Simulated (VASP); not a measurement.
# EuIr (Fm-3m) in VASP: notebook

EuIr is run at these levels: PBE; tasks: single point, relaxation of cell and atoms.

Everything below comes from runs of VASP 6.6.1. Logs are shortened: lines on timing, memory, paths and dates and some standing lists are left out, and cuts for length are marked.

**1. The cell of the first run**

It takes space group Fm-3m (No. 225, cubic). Conventional cell: a = 5.783 Å, b = 5.783 Å, c = 5.783 Å, α = 90.00°, β = 90.00°, γ = 90.00°. Within 3.8 Å of Eu (site symmetry m-3m) lie 6 Ir at 2.89 Å. Within 3.8 Å of Ir (site symmetry m-3m) lie 6 Eu at 2.89 Å.

**2. Single point, PBE, collinear spin**

INCAR

```
SYSTEM = EuIr
PREC = Accurate
ENCUT = 520
EDIFF = 1E-6
ISMEAR = -1
SIGMA = 0.1
LREAL = .FALSE.
LASPH = .TRUE.
NELM = 150
ALGO = Normal
ISIF = 2
LWAVE = .FALSE.
LCHARG = .FALSE.
ISPIN = 2
MAGMOM = 6.3 6.3 -0.4 -0.4
LORBIT = 11
LMAXMIX = 6
GGA = PE
NBANDS = 38
```

KPOINTS

```
regular mesh
0
G
  6 6 3
  0 0 0
```

POSCAR

```
EuIr
1.0
    0.0000000000      2.8917405287      2.8917405287
    2.8917405287      0.0000000000      2.8917405287
    5.7834810430      5.7834810430      0.0000000143
Eu Ir
2 2
Direct
    0.0000000000      0.0000000000      0.0000000000
    0.0000000000      0.0000000000      0.5000000000
    0.5000000000      0.5000000000      0.2500000000
    0.5000000000      0.5000000000      0.7500000000
```

Potentials or basis: VASP PAW PBE potentials, release 64 (Eu, Ir).

Launch:

```sh
cat potpaw_PBE.64/Eu/POTCAR potpaw_PBE.64/Ir/POTCAR > POTCAR
mpirun -np 1 vasp_std > vasp.out
```

OUTCAR:

```text
SYSTEM = EuIr
   PREC = Accurate
   ENCUT = 520
   EDIFF = 1E-6
   ISMEAR = -1
   LREAL = .FALSE.
   LASPH = .TRUE.
   NELM = 150
   ISIF = 2
   ISPIN = 2
   LORBIT = 11
   GGA = PE

 ion  position               nearest neighbor table
   1  0.000  0.000  0.000-   3 2.89   4 2.89   3 2.89   4 2.89   4 2.89   3 2.89
   2  0.000  0.000  0.500-   3 2.89   4 2.89   3 2.89   4 2.89   3 2.89   4 2.89
   3  0.500  0.500  0.250-   1 2.89   2 2.89   1 2.89   2 2.89   1 2.89   2 2.89
   4  0.500  0.500  0.750-   1 2.89   2 2.89   1 2.89   2 2.89   2 2.89   1 2.89

  LATTYP: Found a trigonal (rhomboedric) cell.
 ALAT       =     7.0832887404
 COS(alpha) =     0.8333333322

  Lattice vectors:

 A1 = (   5.7834810430,   2.8917405143,  -2.8917405144)
 A2 = (   2.8917405143,   2.8917405143,  -5.7834810431)
 A3 = (   2.8917405143,   5.7834810430,  -2.8917405144)

Analysis of symmetry for initial positions (statically):
=====================================================================
 Subroutine PRICEL returns following result:

  LATTYP: Found a face centered cubic cell.
 ALAT       =     5.7834810574
[... 12 lines left out ...]
 Subroutine GETGRP returns: Found 12 space group operations
 (whereof 12 operations were pure point group operations)
 out of a pool of 12 trial point group operations.

The static configuration has the point symmetry D_3d.

Analysis of symmetry for dynamics (positions and initial velocities):
=====================================================================
 Subroutine PRICEL returns following result:

  LATTYP: Found a face centered cubic cell.
 ALAT       =     5.7834810574
[... 12 lines left out ...]
 Subroutine GETGRP returns: Found 12 space group operations
 (whereof 12 operations were pure point group operations)
 out of a pool of 12 trial point group operations.

The dynamic configuration has the point symmetry D_3d.

Analysis of structural, dynamic, and magnetic symmetry:
=====================================================================
 Subroutine PRICEL returns following result:

  LATTYP: Found a face centered cubic cell.
 ALAT       =     5.7834810574
[... 12 lines left out ...]
 Subroutine GETGRP returns: Found 12 space group operations
 (whereof 12 operations were pure point group operations)
 out of a pool of 12 trial point group operations.

The overall configuration has the point symmetry D_3d.
[... 132 lines left out ...]
  Thomas-Fermi vector in A             =   2.460191
   LORBIT       =     11    0 simple, 1 ext, 2 COOP (PROOUT), +10 PAW based schemes
   GGA     = PE    functional components
   LHFCALC =     F    Hartree Fock is set to
   AEXX    =    0.0000 exact exchange contribution
   IVDW    =     0    specifies the selected vdW correction
   LEPSILON=     F    determine dielectric tensor
   LRPA    =     F    only Hartree local field effects (RPA)
 spin polarized calculation
  energy-cutoff  :      520.00
  volume of cell :       96.72
 maximum number of plane-waves:      2623
   NGX = 15   NGY = 15   NGZ = 31

 number of electron      51.9999997 magnetization      11.9722008

 Free energy of the ion-electron system (eV)
  ---------------------------------------------------
  ext. energy  EPLUGINS =         0.00000000
  ---------------------------------------------------
  free energy    TOTEN  =       -40.54472285 eV

  energy without entropy =      -40.27485507  energy(sigma->0) =      -40.40978896

 E-fermi :   3.5690     XC(G=0): -10.9966

 val. band max:        3.5150150188   @ k =   0.5000   0.0000  -0.0000
 cond. band min:       3.5879677643   @ k =   0.0000   0.0000   0.0000
 fundamental gap:      0.0729527455
 Fermi energy:         3.5690469817

 spin component 1

 k-point     1 :       0.0000    0.0000    0.0000
  band No.  band energies     occupation
      1     -37.2251      1.00000
      2     -37.2036      1.00000
      3     -16.0750      1.00000
      4     -15.8176      1.00000
      5     -15.8176      1.00000
      6     -15.7260      1.00000
[... 645 lines left out ...]
     37       6.4350      0.00000
     38       6.4689      0.00000
 Fermi energy:         3.5690469817

 spin component 2

 k-point     1 :       0.0000    0.0000    0.0000
  band No.  band energies     occupation
      1     -34.3276      1.00000
      2     -34.2986      1.00000
      3     -14.0911      1.00000
      4     -13.7525      1.00000
      5     -13.7525      1.00000
      6     -13.6280      1.00000
[... 645 lines left out ...]
     37       7.8541      0.00000
     38       7.9846      0.00000

------------------------ aborting loop because EDIFF is reached ----------------------------------------

  FORCE on cell =-STRESS in cart. coord.  units (eV):
  Direction    XX          YY          ZZ          XY          YZ          ZX
  --------------------------------------------------------------------------------------
  -------------------------------------------------------------------------------------
  Total        0.0469952      0.0469952      0.0469952     -0.0021553      0.0021553      0.0021553
  in kB        0.7784425      0.7784425      0.7784425     -0.0357012      0.0357012      0.0357012
  external PRESSURE =       0.7784425 kB  Pullay stress =       0.0000000 kB

 VOLUME and BASIS-vectors are now :
 -----------------------------------------------------------------------------
  energy-cutoff  :      520.00
  volume of cell :       96.72
      direct lattice vectors                 reciprocal lattice vectors
     0.000000000  2.891740529  2.891740529    -0.172906246  0.172906246  0.172906246
     2.891740529  0.000000000  2.891740529     0.172906246 -0.172906246  0.172906246
     5.783481043  5.783481043  0.000000014     0.086453123  0.086453123 -0.086453123

 POSITION                                       TOTAL-FORCE (eV/Angst)
 -----------------------------------------------------------------------------------
      0.00000      0.00000      0.00000        -0.000000     -0.000000     -0.000000
      2.89174      2.89174      0.00000        -0.000000     -0.000000      0.000000
      2.89174      2.89174      2.89174        -0.000000     -0.000000      0.000000
      5.78348      5.78348      2.89174         0.000000      0.000000     -0.000000
 -----------------------------------------------------------------------------------
    total drift:                                0.000000      0.000000      0.000000

  FREE ENERGIE OF THE ION-ELECTRON SYSTEM (eV)
  ---------------------------------------------------
  free  energy   TOTEN  =       -40.5447228484 eV

  energy  without entropy=      -40.2748550682  energy(sigma->0) =      -40.40978896

 total charge

# of ion       s       p       d       f       tot
--------------------------------------------------
    1        2.074   5.703   0.585   6.366  14.727
    2        2.074   5.703   0.585   6.366  14.727
    3        0.817   0.134   7.285   0.000   8.236
    4        0.817   0.134   7.285   0.000   8.236
--------------------------------------------------
tot          5.782  11.675  15.740  12.731  45.928

 magnetization (x)

# of ion       s       p       d       f       tot
--------------------------------------------------
    1       -0.001  -0.101   0.113   6.252   6.263
    2       -0.001  -0.101   0.113   6.252   6.263
    3       -0.045   0.033  -0.574   0.000  -0.586
    4       -0.045   0.033  -0.574   0.000  -0.586
--------------------------------------------------
tot         -0.092  -0.136  -0.922  12.504  11.354
```

stdout:

```text
POSCAR found type information on POSCAR EuIr
 POSCAR found :  2 types and       4 ions
 scaLAPACK will be used
 LDA part: xc-table for (Slater+PW92), standard interpolation
 -----------------------------------------------------------------------------
|                                                                             |
|           W    W    AA    RRRRR   N    N  II  N    N   GGGG   !!!           |
|           W    W   A  A   R    R  NN   N  II  NN   N  G    G  !!!           |
|           W    W  A    A  R    R  N N  N  II  N N  N  G       !!!           |
|           W WW W  AAAAAA  RRRRR   N  N N  II  N  N N  G  GGG   !            |
|           WW  WW  A    A  R   R   N   NN  II  N   NN  G    G                |
|           W    W  A    A  R    R  N    N  II  N    N   GGGG   !!!           |
|                                                                             |
|     Your reciprocal lattice and k-lattice belong to different lattice       |
|     classes:                                                                |
|                                                                             |
|        The reciprocal lattice is rhombohedral (trigonal),                   |
|        whereas your k-lattice is body-centered cubic.                       |
|                                                                             |
|     Results are often still useful ...                                      |
|                                                                             |
 -----------------------------------------------------------------------------

 POSCAR, INCAR and KPOINTS ok, starting setup
 FFT: planning ... GRIDC
 FFT: planning ... GRID_SOFT
 FFT: planning ... GRID
 WAVECAR not read
 entering main loop
```

Run time: 15 min. Hardware: 1 thread of AMD EPYC 9R45 (Zen 5), shared host; peak memory 0.31 GiB.

Results:

- Free energy: -40.5447 eV
- Pressure: 0.1 GPa
- Band gap on the k mesh: zero (filled and empty bands overlap)
- Net moment: 11.97 μB per cell
- Site moments: Eu +6.26; Ir -0.59 μB
- Valence electrons inside the program's atomic spheres: Eu 14.73; Ir 8.24

Caveat: spin-orbit coupling is left out, which moves the levels of the heavy elements; semilocal functionals describe open f shells poorly, which spoils levels, moments and volumes.

**3. Relaxation of cell and atoms, PBE, collinear spin**

This run uses another cell than the first one, of 21.45 Å³/atom.

INCAR

```
PREC = Accurate
ENCUT = 600
EDIFF = 1E-7
ISMEAR = -1
SIGMA = 0.1
LREAL = False
LASPH = True
NELM = 150
ALGO = Normal
ISIF = 3
LWAVE = False
LCHARG = False
ISPIN = 2
MAGMOM = 6.3 6.3 -0.4 -0.4
LORBIT = 11
LMAXMIX = 6
GGA = PE
IBRION = 2
NSW = 60
EDIFFG = -0.01
```

KPOINTS

```
regular mesh
0
Gamma
  6 6 3
```

POSCAR

```
EuIr
1.0
    0.0000000000      2.7785423400      2.7785423400
    2.7785423400      0.0000000000      2.7785423400
    5.5570846800      5.5570846800      0.0000000000
Eu Ir
2 2
Direct
    0.0000000000      0.0000000000      0.0000000000
    0.0000000000      0.0000000000      0.5000000000
    0.5000000000      0.5000000000      0.2500000000
    0.5000000000      0.5000000000      0.7500000000
```

Potentials or basis: VASP PAW PBE potentials, release 64 (Eu, Ir).

Launch:

```sh
cat potpaw_PBE.64/Eu/POTCAR potpaw_PBE.64/Ir/POTCAR > POTCAR
mpirun -np 1 vasp_std > vasp.out
```

It took 47 min on 1 thread of AMD EPYC 9R45 (Zen 5), shared host; peak memory 0.38 GiB.

It converged, with:

| Property | Result |
| --- | --- |
| Free energy | -40.5457 eV |
| Relaxed volume | 24.21 Å³/atom |
| Relaxed cell | a = 4.091 Å, b = 4.091 Å, c = 8.182 Å, α = 60.00°, β = 60.00°, γ = 60.00° |
| Space group after relaxing (to 0.1 Å) | Fm-3m (No. 225) |
| Pressure after relaxing | 0.0 GPa |
| Band gap on the k mesh | zero (filled and empty bands overlap) |
| Net moment | -11.97 μB per cell |
| Site moments | Eu -6.26; Ir +0.59 μB |
| Valence electrons inside the program's atomic spheres | Eu 14.73; Ir 8.23 |

Final structure:
```cif
data_structure
_symmetry_space_group_name_H-M 'P 1'
_symmetry_Int_Tables_number 1
_cell_length_a 4.0911
_cell_length_b 4.0911
_cell_length_c 8.1823
_cell_angle_alpha 60.000
_cell_angle_beta 60.000
_cell_angle_gamma 60.000
_cell_volume 96.84
loop_
_atom_site_label
_atom_site_type_symbol
_atom_site_fract_x
_atom_site_fract_y
_atom_site_fract_z
_atom_site_occupancy
Eu1 Eu 0.00000 0.00000 0.00000 1
Eu2 Eu 0.00000 0.00000 0.50000 1
Ir1 Ir 0.50000 0.50000 0.25000 1
Ir2 Ir 0.50000 0.50000 0.75000 1
```

Levels at points of the mesh, in eV from the Fermi level:
Spin up:
| k point | band 17 | band 18 | band 19 | band 20 | band 21 | band 22 | band 23 | band 24 |
| --- | --- | --- | --- | --- | --- | --- | --- | --- |
| (0.00, 0.00, 0.00) | -1.17 | -0.79 | -0.73 | -0.73 | 0.02 | 2.50 | 2.50 | 3.82 |
| (0.50, 0.00, 0.00) | -0.73 | -0.73 | -0.57 | -0.57 | 0.02 | 2.07 | 2.50 | 2.50 |
Spin down:
```tsv
k point	band 30	band 31	band 32	band 33	band 34	band 35
(0.00, 0.00, 0.00)	-0.47	-0.05	-0.05	0.36	0.36	0.86
(0.50, 0.00, 0.00)	-0.19	-0.05	-0.05	0.36	0.36	0.86
```

Caveat: spin-orbit coupling is left out, which moves the levels of the heavy elements; semilocal functionals describe open f shells poorly, which spoils levels, moments and volumes.

**4. Single point, PBE, collinear spin**

INCAR

```
SYSTEM = EuIr
  ALGO = Normal
  EDIFF = 1E-7
  ENCUT = 520
  GGA = PE
  ISIF = 2
  ISMEAR = -1
  ISPIN = 2
  LASPH = .TRUE.
  LCHARG = .FALSE.
  LMAXMIX = 6
  LORBIT = 11
  LREAL = .FALSE.
  LWAVE = .FALSE.
  MAGMOM = 6.3 6.3 -0.4 -0.4
  NBANDS = 38
  NELM = 150
  PREC = Accurate
  SIGMA = 0.1
```

KPOINTS

```
k-points
0
G
  6 6 3
  0 0 0
```

POSCAR

```
EuIr
1.0
    0.0000000000      2.8917486720      2.8917486720
    2.8917486720      0.0000000000      2.8917486720
    5.7834973010      5.7834973010      0.0000000431
Eu Ir
2 2
Direct
    0.0000000000      0.0000000000      0.0000000000
    0.0000000000      0.0000000000      0.5000000000
    0.5000000000      0.5000000000      0.2500000000
    0.5000000000      0.5000000000      0.7500000000
```

Potentials or basis: VASP PAW PBE potentials, release 64 (Eu, Ir).

Launch:

```sh
cat potpaw_PBE.64/Eu/POTCAR potpaw_PBE.64/Ir/POTCAR > POTCAR
mpirun -np 1 vasp_std > vasp.out
```

OUTCAR:

```text
SYSTEM = EuIr
   EDIFF = 1E-7
   ENCUT = 520
   GGA = PE
   ISIF = 2
   ISMEAR = -1
   ISPIN = 2
   LASPH = .TRUE.
   LORBIT = 11
   LREAL = .FALSE.
   NELM = 150
   PREC = Accurate

 ion  position               nearest neighbor table
   1  0.000  0.000  0.000-   4 2.89   3 2.89   4 2.89   3 2.89   4 2.89   3 2.89
   2  0.000  0.000  0.500-   3 2.89   4 2.89   4 2.89   3 2.89   4 2.89   3 2.89
   3  0.500  0.500  0.250-   1 2.89   2 2.89   2 2.89   1 2.89   2 2.89   1 2.89
   4  0.500  0.500  0.750-   2 2.89   1 2.89   2 2.89   1 2.89   2 2.89   1 2.89

  LATTYP: Found a trigonal (rhomboedric) cell.
 ALAT       =     7.0833086405
 COS(alpha) =     0.8333333300

  Lattice vectors:

 A1 = (   5.7834973010,   2.8917486290,  -2.8917486289)
 A2 = (   2.8917486290,   2.8917486290,  -5.7834973009)
 A3 = (   2.8917486290,   5.7834973010,  -2.8917486289)

Analysis of symmetry for initial positions (statically):
=====================================================================
[... 1553 lines left out ...]
  --------------------------------------------------------------------------------------
  -------------------------------------------------------------------------------------
  Total        0.0712327      0.0712327      0.0712327     -0.0008446      0.0008446      0.0008446
  in kB        1.1799089      1.1799089      1.1799089     -0.0139895      0.0139895      0.0139895
  external PRESSURE =       1.1799089 kB  Pullay stress =       0.0000000 kB

 VOLUME and BASIS-vectors are now :
 -----------------------------------------------------------------------------
  energy-cutoff  :      520.00
  volume of cell :       96.73
      direct lattice vectors                 reciprocal lattice vectors
     0.000000000  2.891748672  2.891748672    -0.172905760  0.172905759  0.172905760
     2.891748672  0.000000000  2.891748672     0.172905759 -0.172905760  0.172905760
     5.783497301  5.783497301  0.000000043     0.086452881  0.086452881 -0.086452881

 POSITION                                       TOTAL-FORCE (eV/Angst)
 -----------------------------------------------------------------------------------
      0.00000      0.00000      0.00000        -0.000000     -0.000000     -0.000000
      2.89175      2.89175      0.00000        -0.000000      0.000000     -0.000000
      2.89175      2.89175      2.89175         0.000000      0.000000      0.000000
      5.78350      5.78350      2.89175        -0.000000     -0.000000      0.000000
 -----------------------------------------------------------------------------------
    total drift:                                0.000000      0.000000      0.000000

  FREE ENERGIE OF THE ION-ELECTRON SYSTEM (eV)
  ---------------------------------------------------
  free  energy   TOTEN  =       -40.5447229494 eV

  energy  without entropy=      -40.2749890464  energy(sigma->0) =      -40.40985600

 total charge

# of ion       s       p       d       f       tot
--------------------------------------------------
    1        2.074   5.703   0.585   6.366  14.728
    2        2.074   5.703   0.585   6.366  14.728
    3        0.817   0.134   7.284   0.000   8.236
    4        0.817   0.134   7.284   0.000   8.236
--------------------------------------------------
tot          5.782  11.675  15.739  12.732  45.928

 magnetization (x)

# of ion       s       p       d       f       tot
--------------------------------------------------
    1       -0.001  -0.101   0.113   6.253   6.264
    2       -0.001  -0.101   0.113   6.253   6.264
    3       -0.045   0.033  -0.574   0.000  -0.587
    4       -0.045   0.033  -0.574   0.000  -0.587
--------------------------------------------------
tot         -0.092  -0.136  -0.923  12.505  11.354
```

stdout:

```text
POSCAR found type information on POSCAR EuIr
 POSCAR found :  2 types and       4 ions
 scaLAPACK will be used
 LDA part: xc-table for (Slater+PW92), standard interpolation
 -----------------------------------------------------------------------------
|                                                                             |
|           W    W    AA    RRRRR   N    N  II  N    N   GGGG   !!!           |
|           W    W   A  A   R    R  NN   N  II  NN   N  G    G  !!!           |
|           W    W  A    A  R    R  N N  N  II  N N  N  G       !!!           |
|           W WW W  AAAAAA  RRRRR   N  N N  II  N  N N  G  GGG   !            |
|           WW  WW  A    A  R   R   N   NN  II  N   NN  G    G                |
|           W    W  A    A  R    R  N    N  II  N    N   GGGG   !!!           |
|                                                                             |
|     Your reciprocal lattice and k-lattice belong to different lattice       |
|     classes:                                                                |
|                                                                             |
|        The reciprocal lattice is rhombohedral (trigonal),                   |
|        whereas your k-lattice is body-centered cubic.                       |
|                                                                             |
|     Results are often still useful ...                                      |
|                                                                             |
 -----------------------------------------------------------------------------

 POSCAR, INCAR and KPOINTS ok, starting setup
 FFT: planning ... GRIDC
 FFT: planning ... GRID_SOFT
 FFT: planning ... GRID
 WAVECAR not read
 entering main loop
```

Run time: 12 min. Hardware: 1 thread of AMD EPYC 9R45 (Zen 5), shared host; peak memory 0.31 GiB.

Results:

```yaml
Free_energy: -40.5447 eV
Pressure: 0.1 GPa
Band_gap_on_the_k_mesh: zero (filled and empty bands overlap)
Net_moment: 11.97 μB per cell
Site_moments: Eu +6.26; Ir -0.59 μB
Valence_electrons_inside_the_program's_atomic_spheres: Eu 14.73; Ir 8.24
```

Caveat: spin-orbit coupling is left out, which moves the levels of the heavy elements; semilocal functionals describe open f shells poorly, which spoils levels, moments and volumes.

The gap in the log of VASP goes by the Fermi energy; the results here count the filled bands.